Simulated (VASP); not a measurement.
TeW, 2 atoms in the cell. It takes space group F-43m (No. 216, cubic). Conventional cell: a = 6.124 Å, b = 6.124 Å, c = 6.124 Å, α = 90.00°, β = 90.00°, γ = 90.00°. W (site symmetry -43m) has 4 Te at 2.65 Å within 3.5 Å. Within 3.5 Å of Te (site symmetry -43m) lie 4 W at 2.65 Å. 

- Program: VASP 6.6.1
- Task: single point
- Functional: PBE
- Potentials or basis: VASP PAW PBE potentials, release 64 (W_sv, Te)
- Cutoff: 520 eV
- k mesh: 12 × 12 × 12
- Occupations: gaussian, width 0.1 eV
- Spin: collinear spin
- Starting moments: [0.95, -0.02] μB
- Fixed moment: 1.25 μB
- Dipole correction: no
- Further INCAR settings: ALGO = Normal; EDIFF = 1e-07; NBANDS = 21

Potentials or basis: VASP PAW PBE potentials, release 64 (W_sv, Te).

Run with:

```sh
$ cat potpaw_PBE.64/W_sv/POTCAR potpaw_PBE.64/Te/POTCAR > POTCAR
$ mpirun -np 1 vasp_std > vasp.out
```

Hardware: 1 thread of Intel(R) Xeon(R) Platinum 8488C (Sapphire Rapids) (shared host).

**Question.** Estimate the wall time of this run.

**Answer.** Run time: 88 s on 1 thread of Intel(R) Xeon(R) Platinum 8488C (Sapphire Rapids) (shared host), peak memory 0.29 GiB. Counts: scf iterations 15, k points 72.
